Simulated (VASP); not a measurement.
# Sb (R-3m) in VASP: a series of runs

Sb is run at these levels: PBE; tasks: single point.

Everything below comes from runs of VASP 6.6.1. Logs are shortened: lines on timing, memory, paths and dates and some standing lists are left out, and cuts for length are marked.

## Step 1: The cell of the first run

The structure is trigonal, space group R-3m (No. 166). Conventional cell: a = 4.376 Å, b = 4.376 Å, c = 11.530 Å, α = 90.00°, β = 90.00°, γ = 120.00°. Sb (site symmetry 3m) has 6 Sb at 2.95 to 3.43 Å within 3.9 Å.

## Step 2: Single point, PBE

INCAR

```
SYSTEM = Sb
ALGO = Normal
EDIFF = 1E-6
ENCUT = 520
GGA = PE
ISIF = 2
ISMEAR = 1
LASPH = .True.
LCHARG = .False.
LREAL = .False.
LWAVE = .False.
NBANDS = 12
NELM = 100
PREC = Accurate
SIGMA = 0.03
```

KPOINTS

```
k-points
0
Gamma
  9 9 9
  0 0 0
```

POSCAR

```
Sb
1.0
    2.1879029667      1.2631863668      3.8431731385
   -2.1879029667      1.2631863668      3.8431731385
    0.0000000000     -2.5263727336      3.8431731385
Sb
2
Direct
    0.2326795448      0.2326795448      0.2326795448
    0.7673204552      0.7673204552      0.7673204552
```

Potentials or basis: VASP PAW PBE potentials, release 64 (Sb).

On the command line:

```sh
$ cat potpaw_PBE.64/Sb/POTCAR > POTCAR
$ mpirun -np 1 vasp_std > vasp.out
```

OUTCAR:

```text
SYSTEM = Sb
   EDIFF = 1E-6
   ENCUT = 520
   GGA = PE
   ISIF = 2
   ISMEAR = 1
   LASPH = .True.
   LREAL = .False.
   NELM = 100
   PREC = Accurate

 ion  position               nearest neighbor table
   1  0.233  0.233  0.233-   2 2.95   2 2.95   2 2.95   2 3.43   2 3.43   2 3.43
   2  0.767  0.767  0.767-   1 2.95   1 2.95   1 2.95   1 3.43   1 3.43   1 3.43

  LATTYP: Found a trigonal (rhomboedric) cell.
 ALAT       =     4.5991889460
 COS(alpha) =     0.5473905614

  Lattice vectors:

 A1 = (   2.1879029667,   1.2631863668,   3.8431731385)
 A2 = (  -2.1879029667,   1.2631863668,   3.8431731385)
 A3 = (   0.0000000000,  -2.5263727336,   3.8431731385)

Analysis of symmetry for initial positions (statically):
=====================================================================
 Subroutine PRICEL returns:
 Original cell was already a primitive cell.

 Routine SETGRP: Setting up the symmetry group for a
 trigonal (rhombohedral) supercell.

 Subroutine GETGRP returns: Found 12 space group operations
 (whereof 12 operations were pure point group operations)
 out of a pool of 12 trial point group operations.

The static configuration has the point symmetry D_3d.

Analysis of symmetry for dynamics (positions and initial velocities):
=====================================================================
 Subroutine PRICEL returns:
 Original cell was already a primitive cell.

 Routine SETGRP: Setting up the symmetry group for a
 trigonal (rhombohedral) supercell.

 Subroutine GETGRP returns: Found 12 space group operations
 (whereof 12 operations were pure point group operations)
 out of a pool of 12 trial point group operations.

The dynamic configuration has the point symmetry D_3d.

 Subroutine INISYM returns: Found 12 space group operations
 (whereof 12 operations are pure point group operations),
 and found     1 'primitive' translations

----------------------------------------------------------------------------------------

                                     Primitive cell

  volume of cell :      63.7289

  direct lattice vectors                    reciprocal lattice vectors
     2.187902967  1.263186367  3.843173139     0.228529330  0.131941470  0.086733884
    -2.187902967  1.263186367  3.843173139    -0.228529330  0.131941470  0.086733884
     0.000000000 -2.526372734  3.843173139     0.000000000 -0.263882941  0.086733884

  length of vectors
     4.599188946  4.599188946  4.599188946     0.277771440  0.277771440  0.277771440

  position of ions in fractional coordinates (direct lattice)
     0.232679545  0.232679545  0.232679545
     0.767320455  0.767320455  0.767320455

  ion indices of the primitive-cell ions
   primitive index   ion index
                 1           1
                 2           2

----------------------------------------------------------------------------------------

 KPOINTS: k-points

Automatic generation of k-mesh.
 Grid dimensions read from file:
 generate k-points for:    9    9    9

 Generating k-lattice:

  Cartesian coordinates                     Fractional coordinates (reciprocal lattice)
     0.025392148  0.014660163  0.009637098     0.111111111  0.000000000 -0.000000000
    -0.025392148  0.014660163  0.009637098     0.000000000  0.111111111 -0.000000000
     0.000000000 -0.029320327  0.009637098    -0.000000000 -0.000000000  0.111111111

  Length of vectors
     0.030863493  0.030863493  0.030863493

  Shift w.r.t. Gamma in fractional coordinates (k-lattice)
     0.000000000  0.000000000  0.000000000

 Subroutine IBZKPT returns following result:
 ===========================================

 Found     85 irreducible k-points:

 Following reciprocal coordinates:
            Coordinates               Weight
  0.000000  0.000000  0.000000      1.000000
  0.111111  0.000000 -0.000000      6.000000
  0.222222  0.000000 -0.000000      6.000000
  0.333333 -0.000000 -0.000000      6.000000
  0.444444  0.000000 -0.000000      6.000000
  0.111111  0.111111 -0.000000      6.000000
[... 16 lines left out ...]
 -0.333333  0.333333  0.000000      6.000000
  0.444444  0.444444 -0.000000      6.000000
 [... further k-points ...]
   k-points           NKPTS =     85   k-points in BZ     NKDIM =     85   number of bands    NBANDS=     12
   number of dos      NEDOS =    301   number of ions     NIONS =      2
   total plane-waves  NPLWV =  46656
   dimension x,y,z NGX =    36 NGY =   36 NGZ =   36
   dimension x,y,z NGXF=    72 NGYF=   72 NGZF=   72
   ions per type =               2
   NGX,Y,Z   is equivalent  to a cutoff of  13.01, 13.01, 13.01 a.u.
   NGXF,Y,Z  is equivalent  to a cutoff of  26.03, 26.03, 26.03 a.u.
 SYSTEM =  Sb
   PREC   = accura    normal or accurate (medium, high low for compatibility)
   ISTART =      0    job   : 0-new  1-cont  2-samecut
   ICHARG =      2    charge: 1-file 2-atom 10-const
   ISPIN  =      1    spin polarized calculation?
   LNONCOLLINEAR =      F non collinear calculations
   LSORBIT =      F    spin-orbit coupling
   LASPH  =      T    aspherical Exc in radial PAW
   ENCUT  =  520.0 eV  38.22 Ry    6.18 a.u.   8.55  8.55  8.55*2*pi/ulx,y,z
   NELM   =    100;   NELMIN=  2; NELMDL= -5     # of ELM steps
   EDIFF  = 0.1E-05   stopping-criterion for ELM
   LREAL  =      F    real-space projection
   EDIFFG = 0.1E-04   stopping-criterion for IOM
   NSW    =      0    number of steps for IOM
   IBRION =     -1    ionic relax: 0-MD 1-quasi-New 2-CG
   NFREE  =      0    steps in history (QN), initial steepest desc. (CG)
   ISIF   =      2    stress and relaxation
   ISYM   =      2    0-nonsym 1-usesym 2-fastsym
   POTIM  = 0.5000    time-step for ionic-motion
   TEBEG  =    0.0;   TEEND  =   0.0 temperature during run
   PSTRESS=    0.0 pullay stress
   NELECT =      10.0000    total number of electrons
   NUPDOWN=      -1.0000    fix difference up-down
   EMIN   =  10.00;   EMAX   =-10.00  energy-range for DOS
   EFERMI =   0.00;   METHOD = LEGACY
   ISMEAR =     1;   SIGMA  =   0.03  broadening in eV -4-tet -1-fermi 0-gaus
   EFERMI_NEDOS =   21; number of points for ismear=-14 and -15
   IALGO  =     38    algorithm
   IMIX   =      4    mixing-type and parameters
     AMIX     =   0.40;   BMIX     =  1.00
     AMIX_MAG =   1.60;   BMIX_MAG =  1.00
  volume/ion in A,a.u.               =      31.86       215.03
  Fermi-wavevector in a.u.,A,eV,Ry     =   0.883004  1.668635 10.608406  0.779696
  Thomas-Fermi vector in A             =   2.003712
   LORBIT       =      0    0 simple, 1 ext, 2 COOP (PROOUT), +10 PAW based schemes
   GGA     = PE    functional components
   LHFCALC =     F    Hartree Fock is set to
   AEXX    =    0.0000 exact exchange contribution
   IVDW    =     0    specifies the selected vdW correction
   LEPSILON=     F    determine dielectric tensor
   LRPA    =     F    only Hartree local field effects (RPA)
 non-spin polarized calculation
 Methfessel and Paxton  Order N= 1 SIGMA  =   0.03
  energy-cutoff  :      520.00
  volume of cell :       63.73
 maximum number of plane-waves:      1737
 NGX is ok and might be reduce to    36
   NGX = 17   NGY = 17   NGZ = 17

 number of electron      10.0000000 magnetization

 Free energy of the ion-electron system (eV)
  ---------------------------------------------------
  ext. energy  EPLUGINS =         0.00000000
  ---------------------------------------------------
  free energy    TOTEN  =        -8.28148095 eV

  energy without entropy =       -8.28150169  energy(sigma->0) =       -8.28148786

 E-fermi :   6.5097     XC(G=0):  -9.2974

 val. band max:        6.4855521264   @ k =   0.3333   0.2222   0.2222
 cond. band min:       6.6527803880   @ k =   0.4444   0.0000  -0.0000
 fundamental gap:      0.1672282616
 Fermi energy:         6.5096631255

 k-point     1 :       0.0000    0.0000    0.0000
  band No.  band energies     occupation
      1      -5.7033      2.00000
      2       1.5685      2.00000
      3       4.6848      2.00000
      4       4.9352      2.00000
      5       4.9352      2.00000
      6       8.5886      0.00000
      7       9.2149      0.00000
      8       9.2149      0.00000
      9      11.8086      0.00000
     10      11.8086      0.00000
     11      11.9456      0.00000
     12      13.3423      0.00000

 k-point     2 :       0.1111    0.0000   -0.0000
  band No.  band energies     occupation
      1      -5.5742      2.00000
      2       1.0769      2.00000
      3       4.7207      2.00000
      4       4.8995      2.00000
      5       5.0828      2.00000
      6       8.5357      0.00000
      7       8.8738      0.00000
      8       8.9372      0.00000
      9      11.3264      0.00000
     10      11.7153      0.00000
     11      11.8522      0.00000
     12      14.1498      0.00000

 k-point     3 :       0.2222    0.0000   -0.0000
  band No.  band energies     occupation
      1      -5.1903      2.00000
      2      -0.0251      2.00000
      3       4.7141      2.00000
      4       4.8257      2.00000
      5       5.4316      2.00000
      6       8.0017      0.00000
      7       8.2057      0.00000
      8       8.2945      0.00000
      9      11.4181      0.00000
     10      11.9478      0.00000
     11      12.4370      0.00000
     12      15.7963      0.00000

 k-point     4 :       0.3333   -0.0000   -0.0000
  band No.  band energies     occupation
      1      -4.5653      2.00000
      2      -1.2880      2.00000
      3       4.7546      2.00000
      4       4.7692      2.00000
      5       5.7752      2.00000
      6       7.2794      0.00000
      7       7.4436      0.00000
      8       7.6727      0.00000
      9      12.2541      0.00000
     10      13.0130      0.00000
     11      13.5734      0.00000
     12      16.8495      0.00000

 k-point     5 :       0.4444    0.0000   -0.0000
  band No.  band energies     occupation
      1      -3.7626      2.00000
      2      -2.4475      2.00000
      3       4.7487      2.00000
      4       4.8325      2.00000
      5       6.1535      2.00000
      6       6.6528     -0.00000
      7       6.9331     -0.00000
      8       7.3081      0.00000
      9      13.5220      0.00000
     10      14.6169      0.00000
     11      15.0844      0.00000
     12      15.2848      0.00000
[... 228 lines left out ...]
      1      -3.8808      2.00000
      2      -1.2301      2.00000
      3       2.1175      2.00000
      4       3.3625      2.00000
      5       3.5973      2.00000
      6       8.7823      0.00000
      7      10.5152      0.00000
      8      11.0571      0.00000
      9      11.5154      0.00000
     10      15.4417      0.00000
     11      15.6124      0.00000
     12      16.3174      0.00000

 k-point    22 :      -0.4444    0.3333    0.0000
  band No.  band energies     occupation
      1      -3.2973      2.00000
      2      -2.0095      2.00000
      3       1.7671      2.00000
      4       3.5350      2.00000
      5       3.7672      2.00000
      6       9.3895      0.00000
      7       9.8496      0.00000
      8      10.6024      0.00000
      9      11.9958      0.00000
     10      14.4177      0.00000
     11      15.3534      0.00000
     12      17.1085      0.00000

 k-point    23 :      -0.3333    0.3333    0.0000
  band No.  band energies     occupation
      1      -2.8460      2.00000
      2      -2.7049      2.00000
      3       1.8821      2.00000
      4       3.9987      2.00000
      5       4.1716      2.00000
      6       8.7347      0.00000
      7       8.9657      0.00000
      8      11.7300      0.00000
      9      11.8118      0.00000
     10      13.0741      0.00000
     11      14.4148      0.00000
     12      16.4675      0.00000

 k-point    24 :       0.4444    0.4444   -0.0000
  band No.  band energies     occupation
      1      -3.6523      2.00000
      2      -1.2390      2.00000
      3       1.6831      2.00000
      4       3.1841      2.00000
      5       3.2398      2.00000
      6       8.3106      0.00000
      7      11.2087      0.00000
      8      11.8718      0.00000
      9      12.6585      0.00000
     10      15.0598      0.00000
     11      16.0326      0.00000
     12      17.1810      0.00000

 [... further k-points ...]

------------------------ aborting loop because EDIFF is reached ----------------------------------------

  FORCE on cell =-STRESS in cart. coord.  units (eV):
  Direction    XX          YY          ZZ          XY          YZ          ZX
  --------------------------------------------------------------------------------------
  -------------------------------------------------------------------------------------
  Total        0.0419779      0.0419779      0.0043623      0.0000000      0.0000000      0.0000000
  in kB        1.0553448      1.0553448      0.1096713      0.0000000      0.0000000      0.0000000
  external PRESSURE =       0.7401203 kB  Pullay stress =       0.0000000 kB

 VOLUME and BASIS-vectors are now :
 -----------------------------------------------------------------------------
  energy-cutoff  :      520.00
  volume of cell :       63.73
      direct lattice vectors                 reciprocal lattice vectors
     2.187902967  1.263186367  3.843173139     0.228529330  0.131941470  0.086733884
    -2.187902967  1.263186367  3.843173139    -0.228529330  0.131941470  0.086733884
     0.000000000 -2.526372734  3.843173139     0.000000000 -0.263882941  0.086733884

 POSITION                                       TOTAL-FORCE (eV/Angst)
 -----------------------------------------------------------------------------------
      0.00000      0.00000      2.68268         0.000000     -0.000000      0.026854
      0.00000      0.00000      8.84684         0.000000      0.000000     -0.026854
 -----------------------------------------------------------------------------------
    total drift:                               -0.000000     -0.000000     -0.000000

  FREE ENERGIE OF THE ION-ELECTRON SYSTEM (eV)
  ---------------------------------------------------
  free  energy   TOTEN  =        -8.2814809508 eV

  energy  without entropy=       -8.2815016894  energy(sigma->0) =       -8.28148786
```

Run time: 62 s. Hardware: 1 thread of Intel Xeon 8259CL, shared host; peak memory 0.23 GiB.

Results:

| Property | Result |
| --- | --- |
| Free energy | -8.2815 eV |
| Pressure | 0.1 GPa |
| Largest force | 0.027 eV/Å |

Forces on the atoms (eV/Å):
```
Sb   0.000  0.000  0.027
Sb   0.000  0.000 -0.027
```

Stress tensor (GPa, compression positive):
```
0.11 0.00 0.00
0.00 0.11 0.00
0.00 0.00 0.01
```

Levels at points of the mesh, in eV from the Fermi level:
```tsv
k point	band 2	band 3	band 4	band 5	band 6	band 7	band 8	band 9
(0.00, 0.00, 0.00)	-4.94	-1.82	-1.57	-1.57	2.08	2.71	2.71	5.30
```

Caveat: spin-orbit coupling is left out, which moves the levels of the heavy elements.

## Step 3: Single point, PBE

INCAR

```
ALGO = Normal ; EDIFF = 1E-6
ENCUT = 520 ; GGA = PE
ISIF = 2 ; ISMEAR = 1
LASPH = True ; LCHARG = True
LELF = True ; LREAL = False
LVHAR = True ; LWAVE = False
NBANDS = 12 ; NELM = 100
PREC = Accurate ; SIGMA = 0.3
```

KPOINTS

```
k-points
0
Gamma
  9 9 9
```

POSCAR is that of step 2.

Potentials or basis: VASP PAW PBE potentials, release 64 (Sb).

On the command line:

```sh
$ cat potpaw_PBE.64/Sb/POTCAR > POTCAR
$ mpirun -np 1 vasp_std > vasp.out
```

Wall time 74 s (1 thread of Intel Xeon 8259CL, shared host); peak memory 0.23 GiB.

The run converged. Its results:

| Item | Value |
| --- | --- |
| Free energy | -8.2795 eV |
| Pressure | 0.1 GPa |
| Largest force | 0.012 eV/Å |

Forces on the atoms (eV/Å):
```
Sb   0.000  0.000  0.012
Sb   0.000  0.000 -0.012
```

Stress tensor (GPa, compression positive):
```
0.10 0.00 0.00
0.00 0.10 0.00
0.00 0.00 0.02
```

Levels at points of the mesh, in eV from the Fermi level:
| k point | band 1 | band 2 | band 3 | band 4 | band 5 | band 6 | band 7 | band 8 | band 9 | band 10 |
| --- | --- | --- | --- | --- | --- | --- | --- | --- | --- | --- |
| (0.00, 0.00, 0.00) | -12.37 | -5.09 | -1.98 | -1.73 | -1.73 | 1.93 | 2.55 | 2.55 | 5.15 | 5.15 |

Caveat: spin-orbit coupling is left out, which moves the levels of the heavy elements.

(Continued in part 2 of 2.)
